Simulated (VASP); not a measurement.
# Sb (P2_1/m) in VASP: notebook, part 3 of 3

VASP 6.6.1. Earlier steps stand in the parts before.

**5. Single point, LDA**

This run uses another cell than the first one, of 29.94 Å³/atom, 0.940 times its volume.

Input file INCAR:

```
ALGO = Normal
EDIFF = 1E-6
ENCUT = 500
GGA_COMPAT = False
ISIF = 2
ISMEAR = -1
LASPH = True
LCHARG = False
LREAL = False
LWAVE = False
NBANDS = 38
NELM = 120
PREC = Accurate
SIGMA = 0.05
```

Input file KPOINTS:

```
k-points
0
Gamma
  6 6 4
```

Input file POSCAR:

```
Sb
1.0
    4.4352720244      0.0000000000      0.0000000000
    0.0000000000      4.3308481452      0.0000000000
   -1.2935620687      0.0000000000      6.2344268918
Sb
4
Direct
    0.3399300000      0.2500000000      0.6836700000
    0.9366380000      0.7500000000      0.7627580000
    0.0633620000      0.2500000000      0.2372420000
    0.6600700000      0.7500000000      0.3163300000
```

Potentials or basis: VASP PAW LDA potentials, release 64 (Sb_d_GW).

On the command line:

```
> cat potpaw_LDA.64/Sb_d_GW/POTCAR > POTCAR
> mpirun -np 1 vasp_std > vasp.out
```

OUTCAR:

```text
EDIFF = 1E-6
   ENCUT = 500
   ISIF = 2
   ISMEAR = -1
   LASPH = True
   LREAL = False
   NELM = 120
   PREC = Accurate

 ion  position               nearest neighbor table
   1  0.340  0.250  0.684-   3 2.86   2 2.92   2 2.92   2 3.38   2 3.38
   2  0.937  0.750  0.763-   4 2.86   1 2.92   1 2.92   1 3.38   1 3.38
   3  0.063  0.250  0.237-   1 2.86   4 2.92   4 2.92   4 3.38   4 3.38
   4  0.660  0.750  0.316-   2 2.86   3 2.92   3 2.92   3 3.38   3 3.38

  LATTYP: Found a simple monoclinic cell.
 ALAT       =     4.4352720244
 B/A-ratio  =     0.9764560373
 C/A-ratio  =     1.4355853266
 COS(beta)  =    -0.2031599047

  Lattice vectors:

 A1 = (   4.4352720244,   0.0000000000,   0.0000000000)
 A2 = (   0.0000000000,   4.3308481452,   0.0000000000)
 A3 = (  -1.2935620687,   0.0000000000,   6.2344268918)

Analysis of symmetry for initial positions (statically):
=====================================================================
 Subroutine PRICEL returns:
 Original cell was already a primitive cell.

 Routine SETGRP: Setting up the symmetry group for a
 simple monoclinic supercell.

 Subroutine GETGRP returns: Found  4 space group operations
 (whereof  2 operations were pure point group operations)
 out of a pool of  4 trial point group operations.

The static configuration has the point symmetry S_2 .
 The point group associated with its full space group is C_2h.

Analysis of symmetry for dynamics (positions and initial velocities):
=====================================================================
 Subroutine PRICEL returns:
 Original cell was already a primitive cell.

 Routine SETGRP: Setting up the symmetry group for a
 simple monoclinic supercell.

 Subroutine GETGRP returns: Found  4 space group operations
 (whereof  2 operations were pure point group operations)
 out of a pool of  4 trial point group operations.

The dynamic configuration has the point symmetry S_2 .
 The point group associated with its full space group is C_2h.

 Subroutine INISYM returns: Found  4 space group operations
 (whereof  2 operations are pure point group operations),
 and found     1 'primitive' translations

----------------------------------------------------------------------------------------

                                     Primitive cell

  volume of cell :     119.7539

  direct lattice vectors                    reciprocal lattice vectors
     4.435272024  0.000000000  0.000000000     0.225465314  0.000000000  0.046781105
     0.000000000  4.330848145  0.000000000     0.000000000  0.230901654  0.000000000
    -1.293562069  0.000000000  6.234426892     0.000000000  0.000000000  0.160399667

  length of vectors
     4.435272024  4.330848145  6.367211438     0.230267409  0.230901654  0.160399667

  position of ions in fractional coordinates (direct lattice)
     0.339930000  0.250000000  0.683670000
     0.936638000  0.750000000  0.762758000
     0.063362000  0.250000000  0.237242000
     0.660070000  0.750000000  0.316330000

  ion indices of the primitive-cell ions
   primitive index   ion index
                 1           1
                 2           2
                 3           3
                 4           4

----------------------------------------------------------------------------------------

 KPOINTS: k-points

Automatic generation of k-mesh.
 Grid dimensions read from file:
 generate k-points for:    6    6    4

 Generating k-lattice:

  Cartesian coordinates                     Fractional coordinates (reciprocal lattice)
     0.037577552  0.000000000  0.007796851     0.166666667  0.000000000  0.000000000
     0.000000000  0.038483609  0.000000000     0.000000000  0.166666667  0.000000000
     0.000000000  0.000000000  0.040099917     0.000000000  0.000000000  0.250000000

  Length of vectors
     0.038377901  0.038483609  0.040099917

  Shift w.r.t. Gamma in fractional coordinates (k-lattice)
     0.000000000  0.000000000  0.000000000

 Subroutine IBZKPT returns following result:
 ===========================================

 Found     56 irreducible k-points:

 Following reciprocal coordinates:
            Coordinates               Weight
  0.000000  0.000000  0.000000      1.000000
  0.166667  0.000000  0.000000      2.000000
  0.333333  0.000000  0.000000      2.000000
  0.500000  0.000000  0.000000      1.000000
  0.000000  0.166667  0.000000      2.000000
  0.166667  0.166667  0.000000      4.000000
[... 16 lines left out ...]
  0.000000  0.166667  0.250000      4.000000
  0.166667  0.166667  0.250000      4.000000
 [... further k-points ...]
   k-points           NKPTS =     56   k-points in BZ     NKDIM =     56   number of bands    NBANDS=     38
   number of dos      NEDOS =    301   number of ions     NIONS =      4
   total plane-waves  NPLWV =  49152
   dimension x,y,z NGX =    32 NGY =   32 NGZ =   48
   dimension x,y,z NGXF=    64 NGYF=   64 NGZF=   96
   ions per type =               4
   NGX,Y,Z   is equivalent  to a cutoff of  11.99, 12.28, 12.53 a.u.
   NGXF,Y,Z  is equivalent  to a cutoff of  23.99, 24.57, 25.07 a.u.
 SYSTEM =  unknown system
   PREC   = accura    normal or accurate (medium, high low for compatibility)
   ISTART =      0    job   : 0-new  1-cont  2-samecut
   ICHARG =      2    charge: 1-file 2-atom 10-const
   ISPIN  =      1    spin polarized calculation?
   LNONCOLLINEAR =      F non collinear calculations
   LSORBIT =      F    spin-orbit coupling
   LASPH  =      T    aspherical Exc in radial PAW
   ENCUT  =  500.0 eV  36.75 Ry    6.06 a.u.   8.09  7.90 11.61*2*pi/ulx,y,z
   NELM   =    120;   NELMIN=  2; NELMDL= -5     # of ELM steps
   EDIFF  = 0.1E-05   stopping-criterion for ELM
   LREAL  =      F    real-space projection
   EDIFFG = 0.1E-04   stopping-criterion for IOM
   NSW    =      0    number of steps for IOM
   IBRION =     -1    ionic relax: 0-MD 1-quasi-New 2-CG
   NFREE  =      0    steps in history (QN), initial steepest desc. (CG)
   ISIF   =      2    stress and relaxation
   ISYM   =      2    0-nonsym 1-usesym 2-fastsym
   POTIM  = 0.5000    time-step for ionic-motion
   TEBEG  =    0.0;   TEEND  =   0.0 temperature during run
   PSTRESS=    0.0 pullay stress
   NELECT =      60.0000    total number of electrons
   NUPDOWN=      -1.0000    fix difference up-down
   EMIN   =  10.00;   EMAX   =-10.00  energy-range for DOS
   EFERMI =   0.00;   METHOD = LEGACY
   ISMEAR =    -1;   SIGMA  =   0.05  broadening in eV -4-tet -1-fermi 0-gaus
   EFERMI_NEDOS =   21; number of points for ismear=-14 and -15
   IALGO  =     38    algorithm
   IMIX   =      4    mixing-type and parameters
     AMIX     =   0.40;   BMIX     =  1.00
     AMIX_MAG =   1.60;   BMIX_MAG =  1.00
  volume/ion in A,a.u.               =      29.94       202.03
  Fermi-wavevector in a.u.,A,eV,Ry     =   1.300255  2.457126 23.002881  1.690664
  Thomas-Fermi vector in A             =   2.431466
   LORBIT       =      0    0 simple, 1 ext, 2 COOP (PROOUT), +10 PAW based schemes
   GGA     = CA    functional components
   LHFCALC =     F    Hartree Fock is set to
   AEXX    =    0.0000 exact exchange contribution
   IVDW    =     0    specifies the selected vdW correction
   LEPSILON=     F    determine dielectric tensor
   LRPA    =     F    only Hartree local field effects (RPA)
 non-spin polarized calculation
  energy-cutoff  :      500.00
  volume of cell :      119.75
 maximum number of plane-waves:      3060
   NGX = 17   NGY = 15   NGZ = 23

 number of electron      60.0000049 magnetization

 Free energy of the ion-electron system (eV)
  ---------------------------------------------------
  ext. energy  EPLUGINS =         0.00000000
  ---------------------------------------------------
  free energy    TOTEN  =       -18.78872124 eV

  energy without entropy =      -18.78061080  energy(sigma->0) =      -18.78466602

 E-fermi :   5.0472     XC(G=0): -10.1995

 val. band max:        4.9115774837   @ k =   0.0000   0.0000   0.0000
 cond. band min:       5.0501354685   @ k =   0.0000   0.3333   0.5000
 fundamental gap:      0.1385579849
 Fermi energy:         5.0472249439

 k-point     1 :       0.0000    0.0000    0.0000
  band No.  band energies     occupation
      1     -24.1260      2.00000
      2     -24.1215      2.00000
      3     -24.1183      2.00000
      4     -24.0677      2.00000
      5     -24.0594      2.00000
      6     -24.0496      2.00000
[... 30 lines left out ...]
     37       9.0782      0.00000
     38      10.6828      0.00000
[... 941 lines left out ...]
     37       9.8528      0.00000
     38      10.5951      0.00000

 [... further k-points ...]
[... 5 lines left out ...]
  --------------------------------------------------------------------------------------
  -------------------------------------------------------------------------------------
  Total       -0.3614835     -0.4564875      0.0230169      0.0000000      0.0000000      0.3391493
  in kB       -4.8362559     -6.1073060      0.3079410      0.0000000      0.0000000      4.5374483
  external PRESSURE =      -3.5452069 kB  Pullay stress =       0.0000000 kB

 VOLUME and BASIS-vectors are now :
 -----------------------------------------------------------------------------
  energy-cutoff  :      500.00
  volume of cell :      119.75
      direct lattice vectors                 reciprocal lattice vectors
     4.435272024  0.000000000  0.000000000     0.225465314  0.000000000  0.046781105
     0.000000000  4.330848145  0.000000000     0.000000000  0.230901654  0.000000000
    -1.293562069  0.000000000  6.234426892     0.000000000  0.000000000  0.160399667

 POSITION                                       TOTAL-FORCE (eV/Angst)
 -----------------------------------------------------------------------------------
      0.62331      1.08271      4.26229         0.128390     -0.000000      0.238522
      3.16757      3.24814      4.75536        -0.003595     -0.000000      0.197587
     -0.02586      1.08271      1.47907         0.003595      0.000000     -0.197587
      2.51840      3.24814      1.97214        -0.128390     -0.000000     -0.238522
 -----------------------------------------------------------------------------------
    total drift:                                0.000000     -0.000000     -0.000000

  FREE ENERGIE OF THE ION-ELECTRON SYSTEM (eV)
  ---------------------------------------------------
  free  energy   TOTEN  =       -18.7887212352 eV

  energy  without entropy=      -18.7806108005  energy(sigma->0) =      -18.78466602
```

OSZICAR:

```text
N       E                     dE             d eps       ncg     rms          rms(c)
DAV:   1     0.665577598791E+03    0.66558E+03   -0.16196E+04  5942   0.156E+04
DAV:   2     0.207824681656E+03   -0.45775E+03   -0.44158E+03  7374   0.233E+03
DAV:   3     0.147899769126E+02   -0.19303E+03   -0.18942E+03  8488   0.550E+02
DAV:   4    -0.151557281803E+02   -0.29946E+02   -0.29575E+02  8430   0.212E+02
DAV:   5    -0.184023918843E+02   -0.32467E+01   -0.32295E+01  7636   0.141E+02    0.476E+00
DAV:   6    -0.187861846951E+02   -0.38379E+00   -0.44193E+00  8294   0.484E+01    0.377E+00
DAV:   7    -0.187884573425E+02   -0.22726E-02   -0.23960E-01  7894   0.120E+01    0.138E+00
DAV:   8    -0.187886111908E+02   -0.15385E-03   -0.22392E-02  8446   0.625E+00    0.244E-01
DAV:   9    -0.187887130702E+02   -0.10188E-03   -0.18031E-03  8280   0.175E+00    0.595E-02
DAV:  10    -0.187887217758E+02   -0.87056E-05   -0.12373E-04  8434   0.424E-01    0.214E-02
DAV:  11    -0.187887213256E+02    0.45017E-06   -0.10369E-05  6736   0.358E-01    0.495E-03
DAV:  12    -0.187887212352E+02    0.90387E-07   -0.93981E-07  3368   0.912E-02
   1 F= -.18788721E+02 E0= -.18784666E+02  d E =-.811043E-02
```

stdout:

```text
POSCAR found type information on POSCAR Sb
 POSCAR found :  1 types and       4 ions
 scaLAPACK will be used
 LDA part: xc-table for (Slater(with rela. corr.)+CA(PZ))
 , standard interpolation
 POSCAR, INCAR and KPOINTS ok, starting setup
 FFT: planning ... GRIDC
 FFT: planning ... GRID_SOFT
 FFT: planning ... GRID
 WAVECAR not read
 entering main loop
```

It took 2.3 min on 1 thread of AMD EPYC 9R45 (Zen 5), shared host; peak memory 0.29 GiB.

What came out:

```yaml
Free_energy: -18.7887 eV
Pressure: -0.4 GPa
Largest_force: 0.271 eV/Å
Band_gap_on_the_k_mesh: zero (band 30 reaches 5.30 eV, above the bottom of band 31 at 4.60 eV)
```

Forces on the atoms (eV/Å):
```
Sb   0.128  0.000  0.239
Sb  -0.004  0.000  0.198
Sb   0.004  0.000 -0.198
Sb  -0.128  0.000 -0.239
```

Stress tensor (GPa, compression positive):
```
-0.48  0.00  0.45
 0.00 -0.61  0.00
 0.45  0.00  0.03
```

Caveat: spin-orbit coupling is left out, which moves the levels of the heavy elements.

**6. Single point, LDA**

This run uses another cell than the first one, of 30.58 Å³/atom, 0.960 times its volume.

Input file INCAR:

```
PREC = Accurate ; ENCUT = 500
EDIFF = 1E-6 ; ISMEAR = -1
SIGMA = 0.05 ; LREAL = F
LASPH = T ; NELM = 120
ALGO = Normal ; ISIF = 2
LWAVE = F ; LCHARG = T
GGA = CA ; LELF = T
LVHAR = T ; NBANDS = 38
GGA_COMPAT = F
```

Input file KPOINTS:

```
Automatic mesh
0
Gamma
  6 6 4
```

Input file POSCAR:

```
Sb
1.0
    4.4665073636      0.0000000000      0.0000000000
    0.0000000000      4.3613480807      0.0000000000
   -1.3026719609      0.0000000000      6.2783327531
Sb
4
Direct
    0.3399300000      0.2500000000      0.6836700000
    0.9366380000      0.7500000000      0.7627580000
    0.0633620000      0.2500000000      0.2372420000
    0.6600700000      0.7500000000      0.3163300000
```

Potentials or basis: VASP PAW LDA potentials, release 64 (Sb_d_GW).

On the command line:

```
> cat potpaw_LDA.64/Sb_d_GW/POTCAR > POTCAR
> mpirun -np 1 vasp_std > vasp.out
```

OUTCAR:

```text
PREC = Accurate
   ENCUT = 500
   EDIFF = 1E-6
   ISMEAR = -1
   LREAL = F
   LASPH = T
   NELM = 120
   ISIF = 2
   GGA = CA

 ion  position               nearest neighbor table
   1  0.340  0.250  0.684-   3 2.88   2 2.94   2 2.94   2 3.40   2 3.40
   2  0.937  0.750  0.763-   4 2.88   1 2.94   1 2.94   1 3.40   1 3.40
   3  0.063  0.250  0.237-   1 2.88   4 2.94   4 2.94   4 3.40   4 3.40
   4  0.660  0.750  0.316-   2 2.88   3 2.94   3 2.94   3 3.40   3 3.40

  LATTYP: Found a simple monoclinic cell.
 ALAT       =     4.4665073636
[... 1180 lines left out ...]

 [... further k-points ...]
[... 5 lines left out ...]
  --------------------------------------------------------------------------------------
  -------------------------------------------------------------------------------------
  Total       -1.2616218     -1.4962707     -0.8722360      0.0000000      0.0000000      0.3199757
  in kB      -16.5274797    -19.6014235    -11.4264537      0.0000000      0.0000000      4.1917412
  external PRESSURE =     -15.8517857 kB  Pullay stress =       0.0000000 kB

 VOLUME and BASIS-vectors are now :
 -----------------------------------------------------------------------------
  energy-cutoff  :      500.00
  volume of cell :      122.30
      direct lattice vectors                 reciprocal lattice vectors
     4.466507364  0.000000000  0.000000000     0.223888582  0.000000000  0.046453954
     0.000000000  4.361348081  0.000000000     0.000000000  0.229286904  0.000000000
    -1.302671961  0.000000000  6.278332753     0.000000000  0.000000000  0.159277955

 POSITION                                       TOTAL-FORCE (eV/Angst)
 -----------------------------------------------------------------------------------
      0.62770      1.09034      4.29231         0.018151      0.000000      0.159443
      3.18988      3.27101      4.78885         0.058611      0.000000      0.072214
     -0.02604      1.09034      1.48948        -0.058611      0.000000     -0.072214
      2.53613      3.27101      1.98602        -0.018151      0.000000     -0.159443
 -----------------------------------------------------------------------------------
    total drift:                                0.000000     -0.000000     -0.000000

  FREE ENERGIE OF THE ION-ELECTRON SYSTEM (eV)
  ---------------------------------------------------
  free  energy   TOTEN  =       -18.7747165438 eV

  energy  without entropy=      -18.7660928973  energy(sigma->0) =      -18.77040472
```

OSZICAR:

```text
N       E                     dE             d eps       ncg     rms          rms(c)
DAV:   1     0.661536049543E+03    0.66154E+03   -0.16396E+04  5994   0.155E+04
DAV:   2     0.208955593940E+03   -0.45258E+03   -0.43643E+03  7392   0.235E+03
DAV:   3     0.145819116779E+02   -0.19437E+03   -0.19084E+03  8496   0.555E+02
DAV:   4    -0.154906385988E+02   -0.30073E+02   -0.29705E+02  8480   0.205E+02
DAV:   5    -0.184186409397E+02   -0.29280E+01   -0.29103E+01  7618   0.139E+02    0.451E+00
DAV:   6    -0.187734929515E+02   -0.35485E+00   -0.41133E+00  8298   0.470E+01    0.358E+00
DAV:   7    -0.187747871970E+02   -0.12942E-02   -0.21837E-01  7908   0.113E+01    0.138E+00
DAV:   8    -0.187746093798E+02    0.17782E-03   -0.20442E-02  8464   0.604E+00    0.227E-01
DAV:   9    -0.187747052980E+02   -0.95918E-04   -0.17453E-03  8304   0.196E+00    0.633E-02
DAV:  10    -0.187747172476E+02   -0.11950E-04   -0.14322E-04  8480   0.432E-01    0.224E-02
DAV:  11    -0.187747165438E+02    0.70379E-06   -0.83170E-06  6248   0.387E-01
   1 F= -.18774717E+02 E0= -.18770405E+02  d E =-.862365E-02
```

stdout:

```text
POSCAR found type information on POSCAR Sb
 POSCAR found :  1 types and       4 ions
 scaLAPACK will be used
 LDA part: xc-table for (Slater(with rela. corr.)+CA(PZ))
 , standard interpolation
 POSCAR, INCAR and KPOINTS ok, starting setup
 FFT: planning ... GRIDC
 FFT: planning ... GRID_SOFT
 FFT: planning ... GRID
 WAVECAR not read
 entering main loop
```

Wall time 2 min (1 thread of Intel Xeon 6975P-C (Granite Rapids), shared host); peak memory 0.34 GiB.

What came out:

```
Free energy            : -18.7747 eV
Pressure               : -1.6 GPa
Largest force          : 0.160 eV/Å
Band gap on the k mesh : zero (band 30 reaches 5.05 eV, above the bottom of band 31 at 4.41 eV)
```

Forces in eV/Å, atoms in the order of the input:
```
Sb   0.018  0.000  0.159
Sb   0.059  0.000  0.072
Sb  -0.059  0.000 -0.072
Sb  -0.018  0.000 -0.159
```

Levels at points of the mesh, in eV from the Fermi level:
```csv
k point,band 28,band 29,band 30,band 31,band 32,band 33
"(0.00, 0.00, 0.00)",-2.24,-1.44,-0.13,2.00,2.75,3.01
"(0.50, 0.00, 0.00)",-1.13,-0.95,-0.71,0.26,1.16,1.37
"(0.00, 0.50, 0.00)",-1.46,-1.16,-1.16,0.42,0.42,1.30
"(0.50, 0.50, 0.00)",-3.67,-2.39,-2.39,0.76,0.76,5.17
"(0.00, 0.00, 0.50)",-2.22,-1.82,-1.66,0.63,1.84,2.19
"(0.50, 0.00, 0.50)",-1.07,-0.89,-0.71,-0.40,0.77,1.09
"(0.00, 0.50, 0.50)",-1.66,-0.90,-0.90,0.12,0.12,0.94
"(0.50, 0.50, 0.50)",-4.01,-1.32,-1.32,1.96,1.96,3.62
```

Caveat: spin-orbit coupling is left out, which moves the levels of the heavy elements.

**7. The runs side by side**

```csv
cell,gap on the mesh (eV),pressure (GPa),largest force (eV/Å)
"a = 4.528, b = 4.421, c = 6.500 Å, angles 90.0, 101.7, 90.0°, 4 atoms",none,-3.5,0.23
"a = 4.497, b = 4.391, c = 6.456 Å, angles 90.0, 101.7, 90.0°, 4 atoms",none,-2.6,0.12
"a = 4.558, b = 4.450, c = 6.543 Å, angles 90.0, 101.7, 90.0°, 4 atoms",none,-4.2,0.34
"a = 4.435, b = 4.331, c = 6.367 Å, angles 90.0, 101.7, 90.0°, 4 atoms",none,-0.4,0.27
"a = 4.467, b = 4.361, c = 6.412 Å, angles 90.0, 101.7, 90.0°, 4 atoms",none,-1.6,0.16
```

Alike in all rows: task single point; level LDA; potentials or basis VASP PAW LDA potentials, release 64 (Sb_d_GW); no spin polarisation; k mesh 6 × 6 × 4; cutoff (eV) 500; smearing fermi-dirac 0.05 eV.

Caveats: spin-orbit coupling is left out, which moves the levels of the heavy elements.

Total energies depend on the potentials used, so only differences within one code and one set of settings carry meaning.
